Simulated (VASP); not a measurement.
# CdSe (zincblende type) (F-43m) in VASP: a series of runs

CdSe (zincblende type) is run at these levels: LDA; tasks: single point.

Everything below comes from runs of VASP 6.6.1. Logs are shortened: lines on timing, memory, paths and dates and some standing lists are left out, and cuts for length are marked.

### Step 1. The cell of the first run

Symmetry: F-43m, No. 216, cubic system. The conventional cell has a = 5.284 Å, b = 5.284 Å, c = 5.284 Å, α = 90.00°, β = 90.00°, γ = 90.00°. Cd (site symmetry -43m) has 4 Se at 2.29 Å within 3.0 Å. Se (site symmetry -43m) has 4 Cd at 2.29 Å within 3.0 Å.

### Step 2. Single point, LDA

The input, INCAR:

```
SYSTEM = CdSe
ALGO     = Normal         ! electronic algorithm
EDIFF    = 1E-6           ! SCF threshold, eV
ENCUT    = 520            ! plane-wave cutoff, eV
GGA      = CA             ! functional
ISIF     = 2              ! what is computed and relaxed
ISMEAR   = -1             ! smearing method
LASPH    = .True.         ! aspherical terms in the spheres
LCHARG   = .False.        ! write CHGCAR
LREAL    = .False.        ! projectors in reciprocal space
LWAVE    = .False.        ! write WAVECAR
NBANDS   = 16             ! bands
NELM     = 100            ! most SCF steps
PREC     = Accurate       ! precision mode
SIGMA    = 0.05           ! smearing width, eV
```

The input, KPOINTS:

```
k-points
0
Gamma
  12 12 12
  0 0 0
```

The input, POSCAR:

```
CdSe
1.0
    0.0000000000      2.6419506301      2.6419506301
    2.6419506301      0.0000000000      2.6419506301
    2.6419506301      2.6419506301      0.0000000000
Cd Se
1 1
Direct
    0.0000000000      0.0000000000      0.0000000000
    0.2500000000      0.2500000000      0.2500000000
```

Potentials or basis: VASP PAW LDA potentials, release 64 (Cd, Se).

On the command line:

```sh
cat potpaw_LDA.64/Cd/POTCAR potpaw_LDA.64/Se/POTCAR > POTCAR
mpirun -np 1 vasp_std > vasp.out
```

OUTCAR:

```text
SYSTEM = CdSe
   EDIFF = 1E-6
   ENCUT = 520
   GGA = CA
   ISIF = 2
   ISMEAR = -1
   LASPH = .True.
   LREAL = .False.
   NELM = 100
   PREC = Accurate

 ion  position               nearest neighbor table
   1  0.000  0.000  0.000-   2 2.29   2 2.29   2 2.29   2 2.29
   2  0.250  0.250  0.250-   1 2.29   1 2.29   1 2.29   1 2.29

  LATTYP: Found a face centered cubic cell.
 ALAT       =     5.2839012602

  Lattice vectors:

 A1 = (   0.0000000000,   2.6419506301,   2.6419506301)
 A2 = (   2.6419506301,   0.0000000000,   2.6419506301)
 A3 = (   2.6419506301,   2.6419506301,   0.0000000000)

Analysis of symmetry for initial positions (statically):
=====================================================================
 Subroutine PRICEL returns:
 Original cell was already a primitive cell.

 Routine SETGRP: Setting up the symmetry group for a
 face centered cubic supercell.

 Subroutine GETGRP returns: Found 24 space group operations
 (whereof 24 operations were pure point group operations)
 out of a pool of 48 trial point group operations.

The static configuration has the point symmetry T_d .

Analysis of symmetry for dynamics (positions and initial velocities):
=====================================================================
 Subroutine PRICEL returns:
 Original cell was already a primitive cell.

 Routine SETGRP: Setting up the symmetry group for a
 face centered cubic supercell.

 Subroutine GETGRP returns: Found 24 space group operations
 (whereof 24 operations were pure point group operations)
 out of a pool of 48 trial point group operations.

The dynamic configuration has the point symmetry T_d .

 Subroutine INISYM returns: Found 24 space group operations
 (whereof 24 operations are pure point group operations),
 and found     1 'primitive' translations

----------------------------------------------------------------------------------------

                                     Primitive cell

  volume of cell :      36.8811

  direct lattice vectors                    reciprocal lattice vectors
     0.000000000  2.641950630  2.641950630    -0.189254104  0.189254104  0.189254104
     2.641950630  0.000000000  2.641950630     0.189254104 -0.189254104  0.189254104
     2.641950630  2.641950630  0.000000000     0.189254104  0.189254104 -0.189254104

  length of vectors
     3.736282412  3.736282412  3.736282412     0.327797724  0.327797724  0.327797724

  position of ions in fractional coordinates (direct lattice)
     0.000000000  0.000000000  0.000000000
     0.250000000  0.250000000  0.250000000

  ion indices of the primitive-cell ions
   primitive index   ion index
                 1           1
                 2           2

----------------------------------------------------------------------------------------

 KPOINTS: k-points

Automatic generation of k-mesh.
 Grid dimensions read from file:
 generate k-points for:   12   12   12

 Generating k-lattice:

  Cartesian coordinates                     Fractional coordinates (reciprocal lattice)
    -0.015771175  0.015771175  0.015771175     0.083333333  0.000000000  0.000000000
     0.015771175 -0.015771175  0.015771175     0.000000000  0.083333333  0.000000000
     0.015771175  0.015771175 -0.015771175     0.000000000  0.000000000  0.083333333

  Length of vectors
     0.027316477  0.027316477  0.027316477

  Shift w.r.t. Gamma in fractional coordinates (k-lattice)
     0.000000000  0.000000000  0.000000000

 Subroutine IBZKPT returns following result:
 ===========================================

 Found     72 irreducible k-points:

 Following reciprocal coordinates:
            Coordinates               Weight
  0.000000  0.000000  0.000000      1.000000
  0.083333  0.000000  0.000000      8.000000
  0.166667  0.000000  0.000000      8.000000
  0.250000  0.000000  0.000000      8.000000
  0.333333  0.000000  0.000000      8.000000
  0.416667  0.000000  0.000000      8.000000
[... 16 lines left out ...]
  0.500000  0.166667  0.000000     24.000000
 -0.416667  0.166667  0.000000     24.000000
 [... further k-points ...]
   k-points           NKPTS =     72   k-points in BZ     NKDIM =     72   number of bands    NBANDS=     16
   number of dos      NEDOS =    301   number of ions     NIONS =      2
   total plane-waves  NPLWV =  21952
   dimension x,y,z NGX =    28 NGY =   28 NGZ =   28
   dimension x,y,z NGXF=    56 NGYF=   56 NGZF=   56
   ions per type =               1   1
   NGX,Y,Z   is equivalent  to a cutoff of  12.46, 12.46, 12.46 a.u.
   NGXF,Y,Z  is equivalent  to a cutoff of  24.92, 24.92, 24.92 a.u.
 SYSTEM =  CdSe
   PREC   = accura    normal or accurate (medium, high low for compatibility)
   ISTART =      0    job   : 0-new  1-cont  2-samecut
   ICHARG =      2    charge: 1-file 2-atom 10-const
   ISPIN  =      1    spin polarized calculation?
   LNONCOLLINEAR =      F non collinear calculations
   LSORBIT =      F    spin-orbit coupling
   LASPH  =      T    aspherical Exc in radial PAW
   ENCUT  =  520.0 eV  38.22 Ry    6.18 a.u.   6.95  6.95  6.95*2*pi/ulx,y,z
   NELM   =    100;   NELMIN=  2; NELMDL= -5     # of ELM steps
   EDIFF  = 0.1E-05   stopping-criterion for ELM
   LREAL  =      F    real-space projection
   EDIFFG = 0.1E-04   stopping-criterion for IOM
   NSW    =      0    number of steps for IOM
   IBRION =     -1    ionic relax: 0-MD 1-quasi-New 2-CG
   NFREE  =      0    steps in history (QN), initial steepest desc. (CG)
   ISIF   =      2    stress and relaxation
   ISYM   =      2    0-nonsym 1-usesym 2-fastsym
   POTIM  = 0.5000    time-step for ionic-motion
   TEBEG  =    0.0;   TEEND  =   0.0 temperature during run
   PSTRESS=    0.0 pullay stress
   NELECT =      18.0000    total number of electrons
   NUPDOWN=      -1.0000    fix difference up-down
   EMIN   =  10.00;   EMAX   =-10.00  energy-range for DOS
   EFERMI =   0.00;   METHOD = LEGACY
   ISMEAR =    -1;   SIGMA  =   0.05  broadening in eV -4-tet -1-fermi 0-gaus
   EFERMI_NEDOS =   21; number of points for ismear=-14 and -15
   IALGO  =     38    algorithm
   IMIX   =      4    mixing-type and parameters
     AMIX     =   0.40;   BMIX     =  1.00
     AMIX_MAG =   1.60;   BMIX_MAG =  1.00
  volume/ion in A,a.u.               =      18.44       124.44
  Fermi-wavevector in a.u.,A,eV,Ry     =   1.288935  2.435734 22.604081  1.661353
  Thomas-Fermi vector in A             =   2.420858
   LORBIT       =      0    0 simple, 1 ext, 2 COOP (PROOUT), +10 PAW based schemes
   GGA     = CA    functional components
   LHFCALC =     F    Hartree Fock is set to
   AEXX    =    0.0000 exact exchange contribution
   IVDW    =     0    specifies the selected vdW correction
   LEPSILON=     F    determine dielectric tensor
   LRPA    =     F    only Hartree local field effects (RPA)
 non-spin polarized calculation
  energy-cutoff  :      520.00
  volume of cell :       36.88
 maximum number of plane-waves:      1018
   NGX = 13   NGY = 13   NGZ = 13

 number of electron      17.9999995 magnetization

 Free energy of the ion-electron system (eV)
  ---------------------------------------------------
  ext. energy  EPLUGINS =         0.00000000
  ---------------------------------------------------
  free energy    TOTEN  =        -4.56855384 eV

  energy without entropy =       -4.56855379  energy(sigma->0) =       -4.56855381

 E-fermi :   6.0445     XC(G=0): -11.2964

 val. band max:        5.4513040526   @ k =   0.0000   0.0000   0.0000
 cond. band min:       6.5622522613   @ k =   0.0000   0.0000   0.0000
 fundamental gap:      1.1109482087
 Fermi energy:         6.0444502141

 k-point     1 :       0.0000    0.0000    0.0000
  band No.  band energies     occupation
      1     -10.6965      2.00000
      2      -5.1858      2.00000
      3      -5.1858      2.00000
      4      -5.1858      2.00000
      5      -4.1494      2.00000
      6      -4.1494      2.00000
[... 8 lines left out ...]
     15      17.4223      0.00000
     16      17.4223      0.00000

 k-point     2 :       0.0833    0.0000    0.0000
  band No.  band energies     occupation
      1     -10.6392      2.00000
      2      -5.1672      2.00000
      3      -5.1646      2.00000
      4      -5.1646      2.00000
      5      -4.1526      2.00000
      6      -4.1526      2.00000
[... 8 lines left out ...]
     15      16.4552      0.00000
     16      16.6379      0.00000

 k-point     3 :       0.1667    0.0000    0.0000
  band No.  band energies     occupation
      1     -10.4805      2.00000
      2      -5.1092      2.00000
      3      -5.1092      2.00000
      4      -5.0912      2.00000
      5      -4.1570      2.00000
      6      -4.1570      2.00000
[... 8 lines left out ...]
     15      15.7770      0.00000
     16      16.2852      0.00000

 k-point     4 :       0.2500    0.0000    0.0000
  band No.  band energies     occupation
      1     -10.2598      2.00000
      2      -5.0412      2.00000
      3      -5.0412      2.00000
      4      -4.9030      2.00000
      5      -4.1500      2.00000
      6      -4.1500      2.00000
[... 8 lines left out ...]
     15      15.7927      0.00000
     16      15.8651      0.00000

 k-point     5 :       0.3333    0.0000    0.0000
  band No.  band energies     occupation
      1     -10.0367      2.00000
      2      -4.9857      2.00000
      3      -4.9857      2.00000
      4      -4.5333      2.00000
      5      -4.1238      2.00000
      6      -4.1238      2.00000
[... 8 lines left out ...]
     15      16.5715      0.00000
     16      16.5715      0.00000

 k-point     6 :       0.4167    0.0000    0.0000
  band No.  band energies     occupation
      1      -9.8740      2.00000
      2      -4.9547      2.00000
      3      -4.9547      2.00000
      4      -4.0902      2.00000
      5      -4.0902      2.00000
      6      -3.9433      2.00000
[... 8 lines left out ...]
     15      17.8178      0.00000
     16      17.8178      0.00000
[... 267 lines left out ...]
 k-point    21 :       0.3333    0.1667    0.0000
  band No.  band energies     occupation
      1     -10.0409      2.00000
      2      -5.0145      2.00000
      3      -4.8814      2.00000
      4      -4.7621      2.00000
      5      -4.1659      2.00000
      6      -4.0654      2.00000
[... 8 lines left out ...]
     15      17.7425      0.00000
     16      18.1571      0.00000

 k-point    22 :       0.4167    0.1667    0.0000
  band No.  band energies     occupation
      1      -9.8598      2.00000
      2      -4.9543      2.00000
      3      -4.8361      2.00000
      4      -4.5005      2.00000
      5      -4.0521      2.00000
      6      -3.9444      2.00000
[... 8 lines left out ...]
     15      18.3663      0.00000
     16      18.6387      0.00000

 k-point    23 :       0.5000    0.1667    0.0000
  band No.  band energies     occupation
      1      -9.7488      2.00000
      2      -4.9302      2.00000
      3      -4.8218      2.00000
      4      -4.3010      2.00000
      5      -4.0631      2.00000
      6      -3.4561      2.00000
[... 8 lines left out ...]
     15      18.7104      0.00000
     16      18.8950      0.00000

 k-point    24 :      -0.4167    0.1667    0.0000
  band No.  band energies     occupation
      1      -9.7349      2.00000
      2      -4.9217      2.00000
      3      -4.8338      2.00000
      4      -4.2171      2.00000
      5      -4.1066      2.00000
      6      -3.3054      2.00000
[... 8 lines left out ...]
     15      17.5241      0.00000
     16      18.2920      0.00000

 [... further k-points ...]
[... 5 lines left out ...]
  --------------------------------------------------------------------------------------
  -------------------------------------------------------------------------------------
  Total       13.2134837     13.2134837     13.2134837      0.0000000      0.0000000     -0.0000000
  in kB      574.0157717    574.0157717    574.0157717      0.0000000      0.0000000     -0.0000000
  external PRESSURE =     574.0157717 kB  Pullay stress =       0.0000000 kB

 VOLUME and BASIS-vectors are now :
 -----------------------------------------------------------------------------
  energy-cutoff  :      520.00
  volume of cell :       36.88
      direct lattice vectors                 reciprocal lattice vectors
     0.000000000  2.641950630  2.641950630    -0.189254104  0.189254104  0.189254104
     2.641950630  0.000000000  2.641950630     0.189254104 -0.189254104  0.189254104
     2.641950630  2.641950630  0.000000000     0.189254104  0.189254104 -0.189254104

 POSITION                                       TOTAL-FORCE (eV/Angst)
 -----------------------------------------------------------------------------------
      0.00000      0.00000      0.00000         0.000000     -0.000000     -0.000000
      1.32098      1.32098      1.32098        -0.000000      0.000000      0.000000
 -----------------------------------------------------------------------------------
    total drift:                                0.000000      0.000000      0.000000

  FREE ENERGIE OF THE ION-ELECTRON SYSTEM (eV)
  ---------------------------------------------------
  free  energy   TOTEN  =        -4.5685538363 eV

  energy  without entropy=       -4.5685537899  energy(sigma->0) =       -4.56855381
```

It took 16 s on 1 thread of Intel Xeon 6975P-C (Granite Rapids), shared host; peak memory 0.17 GiB.

What came out:

```
Free energy            : -4.5686 eV
Pressure               : 57.4 GPa
Band gap on the k mesh : 1.11 eV, direct
```

LDA gaps usually lie below the measured ones, often by a third to a half.

(Continued in part 2 of 2.)
